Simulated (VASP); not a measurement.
# InSe (C2/m) in VASP: further runs, part 2 of 2

VASP 6.6.1. The steps go on from the part before.

## 4. Single point, revPBE+D4

This run uses another cell than the first one, of 25.55 Å³/atom.

Contents of INCAR:

```
PREC = Accurate ; ENCUT = 520
EDIFF = 1E-6 ; ISMEAR = -1
SIGMA = 0.05 ; LREAL = False
LASPH = True ; NELM = 80
ALGO = Normal ; ISIF = 2
LWAVE = False ; LCHARG = True
GGA = RE ; IVDW = 13
LELF = True ; LVHAR = True
NBANDS = 27
```

Contents of KPOINTS:

```
regular mesh
0
Gamma
  7 7 6
```

Contents of POSCAR:

```
InSe
1.0
    5.9655285464     -2.0663438568      0.1221312231
    5.9655285464      2.0663438568      0.1221312231
   -1.6643685708      0.0000000000      4.1108636565
In Se
2 2
Direct
    0.8846287576      0.8846287576      0.0142624547
    0.1153712424      0.1153712424      0.9857375453
    0.6523191459      0.6523191459      0.6299341018
    0.3476808541      0.3476808541      0.3700658982
```

Potentials or basis: VASP PAW PBE potentials, release 64 (In_d, Se).

Run with:

```
$ cat potpaw_PBE.64/In_d/POTCAR potpaw_PBE.64/Se/POTCAR > POTCAR
$ mpirun -np 1 vasp_std > vasp.out
```

OUTCAR:

```text
PREC = Accurate
   ENCUT = 520
   EDIFF = 1E-6
   ISMEAR = -1
   LREAL = False
   LASPH = True
   NELM = 80
   ISIF = 2
   GGA = RE
   IVDW = 13

 ion  position               nearest neighbor table
   1  0.885  0.885  0.014-   3 2.69   4 2.73   4 2.73   2 2.80   2 3.78   2 3.78
   2  0.115  0.115  0.986-   4 2.69   3 2.73   3 2.73   1 2.80   1 3.78   1 3.78
   3  0.652  0.652  0.630-   1 2.69   2 2.73   2 2.73
   4  0.348  0.348  0.370-   2 2.69   1 2.73   1 2.73

  LATTYP: Found a base centered monoclinic cell.
 ALAT       =    11.9335572020
 B/A-ratio  =     0.3463081161
 C/A-ratio  =     0.3716419961
 COS(beta)  =    -0.3562283191

  Lattice vectors:

 A1 = (   5.9655285464,  -2.0663438568,   0.1221312231)
 A2 = (   5.9655285464,   2.0663438568,   0.1221312231)
 A3 = (  -1.6643685708,   0.0000000000,   4.1108636565)

Analysis of symmetry for initial positions (statically):
=====================================================================
 Subroutine PRICEL returns:
 Original cell was already a primitive cell.

 Routine SETGRP: Setting up the symmetry group for a
 base centered monoclinic supercell.

 Subroutine GETGRP returns: Found  4 space group operations
 (whereof  4 operations were pure point group operations)
 out of a pool of  4 trial point group operations.

The static configuration has the point symmetry C_2h.

Analysis of symmetry for dynamics (positions and initial velocities):
=====================================================================
 Subroutine PRICEL returns:
 Original cell was already a primitive cell.

 Routine SETGRP: Setting up the symmetry group for a
 base centered monoclinic supercell.

 Subroutine GETGRP returns: Found  4 space group operations
 (whereof  4 operations were pure point group operations)
 out of a pool of  4 trial point group operations.

The dynamic configuration has the point symmetry C_2h.

 Subroutine INISYM returns: Found  4 space group operations
 (whereof  4 operations are pure point group operations),
 and found     1 'primitive' translations

----------------------------------------------------------------------------------------

                                     Primitive cell

  volume of cell :     102.1879

  direct lattice vectors                    reciprocal lattice vectors
     5.965528546 -2.066343857  0.122131223     0.083125852 -0.241973280  0.033655229
     5.965528546  2.066343857  0.122131223     0.083125852  0.241973280  0.033655229
    -1.664368571  0.000000000  4.110863657    -0.004939236  0.000000000  0.241258133

  length of vectors
     6.314445645  6.314445645  4.435011019     0.258057455  0.258057455  0.241308688

  position of ions in fractional coordinates (direct lattice)
     0.884628758  0.884628758  0.014262455
     0.115371242  0.115371242  0.985737545
     0.652319146  0.652319146  0.629934102
     0.347680854  0.347680854  0.370065898

  ion indices of the primitive-cell ions
   primitive index   ion index
                 1           1
                 2           2
                 3           3
                 4           4

----------------------------------------------------------------------------------------

 KPOINTS: regular mesh

Automatic generation of k-mesh.
 Grid dimensions read from file:
 generate k-points for:    7    7    6

 Generating k-lattice:

  Cartesian coordinates                     Fractional coordinates (reciprocal lattice)
     0.011875122 -0.034567611  0.004807890     0.142857143  0.000000000 -0.000000000
     0.011875122  0.034567611  0.004807890     0.000000000  0.142857143 -0.000000000
    -0.000823206  0.000000000  0.040209689    -0.000000000 -0.000000000  0.166666667

  Length of vectors
     0.036865351  0.036865351  0.040218115

  Shift w.r.t. Gamma in fractional coordinates (k-lattice)
     0.000000000  0.000000000  0.000000000

 Subroutine IBZKPT returns following result:
 ===========================================

 Found     88 irreducible k-points:

 Following reciprocal coordinates:
            Coordinates               Weight
  0.000000  0.000000  0.000000      1.000000
  0.142857  0.000000  0.000000      4.000000
  0.285714  0.000000  0.000000      4.000000
  0.428571  0.000000  0.000000      4.000000
  0.142857  0.142857  0.000000      2.000000
  0.285714  0.142857  0.000000      4.000000
[... 16 lines left out ...]
 -0.142857 -0.000000  0.166667      4.000000
  0.142857  0.142857  0.166667      2.000000
 [... further k-points ...]
   k-points           NKPTS =     88   k-points in BZ     NKDIM =     88   number of bands    NBANDS=     27
   number of dos      NEDOS =    301   number of ions     NIONS =      4
   total plane-waves  NPLWV =  82944
   dimension x,y,z NGX =    48 NGY =   48 NGZ =   36
   dimension x,y,z NGXF=    96 NGYF=   96 NGZF=   72
   ions per type =               2   2
   NGX,Y,Z   is equivalent  to a cutoff of  12.64, 12.64, 13.49 a.u.
   NGXF,Y,Z  is equivalent  to a cutoff of  25.27, 25.27, 26.99 a.u.
 SYSTEM =  unknown system
   PREC   = accura    normal or accurate (medium, high low for compatibility)
   ISTART =      0    job   : 0-new  1-cont  2-samecut
   ICHARG =      2    charge: 1-file 2-atom 10-const
   ISPIN  =      1    spin polarized calculation?
   LNONCOLLINEAR =      F non collinear calculations
   LSORBIT =      F    spin-orbit coupling
   LASPH  =      T    aspherical Exc in radial PAW
   ENCUT  =  520.0 eV  38.22 Ry    6.18 a.u.  11.74 11.74  8.25*2*pi/ulx,y,z
   NELM   =     80;   NELMIN=  2; NELMDL= -5     # of ELM steps
   EDIFF  = 0.1E-05   stopping-criterion for ELM
   LREAL  =      F    real-space projection
   EDIFFG = 0.1E-04   stopping-criterion for IOM
   NSW    =      0    number of steps for IOM
   IBRION =     -1    ionic relax: 0-MD 1-quasi-New 2-CG
   NFREE  =      0    steps in history (QN), initial steepest desc. (CG)
   ISIF   =      2    stress and relaxation
   ISYM   =      2    0-nonsym 1-usesym 2-fastsym
   POTIM  = 0.5000    time-step for ionic-motion
   TEBEG  =    0.0;   TEEND  =   0.0 temperature during run
   PSTRESS=    0.0 pullay stress
   NELECT =      38.0000    total number of electrons
   NUPDOWN=      -1.0000    fix difference up-down
   EMIN   =  10.00;   EMAX   =-10.00  energy-range for DOS
   EFERMI =   0.00;   METHOD = LEGACY
   ISMEAR =    -1;   SIGMA  =   0.05  broadening in eV -4-tet -1-fermi 0-gaus
   EFERMI_NEDOS =   21; number of points for ismear=-14 and -15
   IALGO  =     38    algorithm
   IMIX   =      4    mixing-type and parameters
     AMIX     =   0.40;   BMIX     =  1.00
     AMIX_MAG =   1.60;   BMIX_MAG =  1.00
  volume/ion in A,a.u.               =      25.55       172.40
  Fermi-wavevector in a.u.,A,eV,Ry     =   1.177252  2.224684 18.856624  1.385923
  Thomas-Fermi vector in A             =   2.313602
   LORBIT       =      0    0 simple, 1 ext, 2 COOP (PROOUT), +10 PAW based schemes
   GGA     = RE    functional components
   LHFCALC =     F    Hartree Fock is set to
   AEXX    =    0.0000 exact exchange contribution
   IVDW    =    13    specifies the selected vdW correction
   LEPSILON=     F    determine dielectric tensor
   LRPA    =     F    only Hartree local field effects (RPA)
 non-spin polarized calculation
  energy-cutoff  :      520.00
  volume of cell :      102.19
 maximum number of plane-waves:      2770
   NGX = 23   NGY = 23   NGZ = 17

 number of electron      37.9999993 magnetization

 Free energy of the ion-electron system (eV)
  ---------------------------------------------------
  ext. energy  EPLUGINS =         0.00000000
  ---------------------------------------------------
  free energy    TOTEN  =       -12.71561175 eV

  energy without entropy =      -12.71557518  energy(sigma->0) =      -12.71559346

 E-fermi :   5.6002     XC(G=0):  -9.6068

 val. band max:        5.3178920880   @ k =  -0.2857  -0.2857   0.3333
 cond. band min:       5.8935262168   @ k =   0.4286   0.4286   0.0000
 fundamental gap:      0.5756341288
 Fermi energy:         5.6002273826

 k-point     1 :       0.0000    0.0000    0.0000
  band No.  band energies     occupation
      1      -9.4237      2.00000
      2      -9.3598      2.00000
      3      -9.1308      2.00000
      4      -9.1296      2.00000
      5      -9.0977      2.00000
      6      -9.0933      2.00000
[... 709 lines left out ...]
     26      12.0290      0.00000
     27      12.9674      0.00000

 [... further k-points ...]

------------------------ aborting loop because EDIFF is reached ----------------------------------------

  DFT-D4 for vdW energy calculation

  Edisp (eV):   -2.41219

  FORCE on cell =-STRESS in cart. coord.  units (eV):
  Direction    XX          YY          ZZ          XY          YZ          ZX
  --------------------------------------------------------------------------------------
  -------------------------------------------------------------------------------------
  Total       0.03002     0.02799     0.00191     0.00000     0.00000    -0.00041
  in kB       0.47062     0.43878     0.02990     0.00000     0.00000    -0.00638
  external pressure =        0.31 kB  Pullay stress =        0.00 kB

 VOLUME and BASIS-vectors are now :
 -----------------------------------------------------------------------------
  energy-cutoff  :      520.00
  volume of cell :      102.19
      direct lattice vectors                 reciprocal lattice vectors
     5.965528546 -2.066343857  0.122131223     0.083125852 -0.241973280  0.033655229
     5.965528546  2.066343857  0.122131223     0.083125852  0.241973280  0.033655229
    -1.664368571  0.000000000  4.110863657    -0.004939236  0.000000000  0.241258133

 POSITION                                       TOTAL-FORCE (eV/Angst)
 -----------------------------------------------------------------------------------
     10.53082      0.00000      0.27471         0.012063      0.000000     -0.002157
     -0.26413      0.00000      4.08041        -0.012063      0.000000      0.002157
      6.73441      0.00000      2.74891         0.003277      0.000000     -0.009256
      3.53227      0.00000      1.60622        -0.003277      0.000000      0.009256
 -----------------------------------------------------------------------------------
    total drift:                                0.000000      0.000000     -0.000000

  FREE ENERGIE OF THE ION-ELECTRON SYSTEM (eV)
  ---------------------------------------------------
  free  energy   TOTEN  =       -15.1277981554 eV

  energy  without entropy=      -15.1277615930  energy(sigma->0) =      -15.12777987
```

OSZICAR:

```text
N       E                     dE             d eps       ncg     rms          rms(c)
DAV:   1     0.338354324207E+03    0.33835E+03   -0.17671E+04  4760   0.163E+03
DAV:   2     0.264022581504E+02   -0.31195E+03   -0.30247E+03  4796   0.399E+02
DAV:   3    -0.114800046371E+02   -0.37882E+02   -0.37230E+02  6009   0.144E+02
DAV:   4    -0.130890220568E+02   -0.16090E+01   -0.16036E+01  5757   0.299E+01
DAV:   5    -0.131386116558E+02   -0.49590E-01   -0.49582E-01  6881   0.542E+00    0.625E+00
DAV:   6    -0.127214591338E+02    0.41715E+00   -0.79450E-01  6861   0.143E+01    0.383E+00
DAV:   7    -0.127132009436E+02    0.82582E-02   -0.35481E-01  7239   0.435E+00    0.124E+00
DAV:   8    -0.127143581055E+02   -0.11572E-02   -0.42026E-02  6680   0.226E+00    0.479E-01
DAV:   9    -0.127154995185E+02   -0.11414E-02   -0.58784E-03  6396   0.829E-01    0.177E-01
DAV:  10    -0.127155362350E+02   -0.36717E-04   -0.53518E-04  5731   0.168E-01    0.101E-01
DAV:  11    -0.127156155231E+02   -0.79288E-04   -0.26151E-04  5693   0.140E-01    0.324E-02
DAV:  12    -0.127156096203E+02    0.59028E-05   -0.26678E-05  5361   0.405E-02    0.176E-02
DAV:  13    -0.127156108228E+02   -0.12025E-05   -0.61196E-06  4763   0.146E-02    0.664E-03
DAV:  14    -0.127156117459E+02   -0.92310E-06   -0.22810E-06  4416   0.159E-02
   1 F= -.15127798E+02 E0= -.15127780E+02  d E =-.365624E-04
```

stdout:

```text
POSCAR found type information on POSCAR InSe
 POSCAR found :  2 types and       4 ions
 scaLAPACK will be used
 -----------------------------------------------------------------------------
|                                                                             |
|                                                                             |
|     You enforced a specific xc type in the INCAR file but a different       |
|     I HOPE YOU KNOW WHAT YOU ARE DOING!                                     |
|                                                                             |
 -----------------------------------------------------------------------------

 LDA part: xc-table for (Slater+PW92), standard interpolation
 POSCAR, INCAR and KPOINTS ok, starting setup
 FFT: planning ... GRIDC
 FFT: planning ... GRID_SOFT
 FFT: planning ... GRID
 WAVECAR not read
 entering main loop
```

It took 5.4 min on 1 thread of Oxide Virtual Turin-like, shared host; peak memory 0.38 GiB.

What came out:

- Free energy: -15.1278 eV
- Pressure: 0.0 GPa
- Largest force: 0.012 eV/Å
- Band gap on the k mesh: 0.58 eV (least direct gap 1.13 eV)
- Dispersion energy per atom: -0.603 eV

Forces on the atoms (eV/Å):
```
In   0.012  0.000 -0.002
In  -0.012  0.000  0.002
Se   0.003  0.000 -0.009
Se  -0.003  0.000  0.009
```

Caveat: the PAW data sets were made with another functional, which shifts forces and pressure a little; spin-orbit coupling is left out, which moves the levels of the heavy elements. A k mesh can miss the band edges.

## 5. Summary

```csv
level,cell,gap on the mesh (eV),pressure (GPa),largest force (eV/Å)
PBE,"a = 6.299, b = 6.299, c = 5.172 Å, angles 108.7, 108.7, 38.8°, 4 atoms, atomic positions A",1.03,-1.2,0.17
revPBE+D3(BJ),"a = 6.322, b = 6.322, c = 4.364 Å, angles 109.8, 109.8, 38.1°, 4 atoms, atomic positions B",0.47,0.0,0.01
revPBE+D4,"a = 6.314, b = 6.314, c = 4.435 Å, angles 109.7, 109.7, 38.2°, 4 atoms, atomic positions C",0.58,0.0,0.01
```

Alike in all rows: task single point; potentials or basis VASP PAW PBE potentials, release 64 (In_d, Se); no spin polarisation; k mesh 7 × 7 × 6; cutoff (eV) 520; smearing fermi-dirac 0.05 eV.

Caveats: spin-orbit coupling is left out, which moves the levels of the heavy elements; the PAW data sets were made with another functional, which shifts forces and pressure a little (at least some runs).

Absolute energies hang on the potentials; compare differences alone.
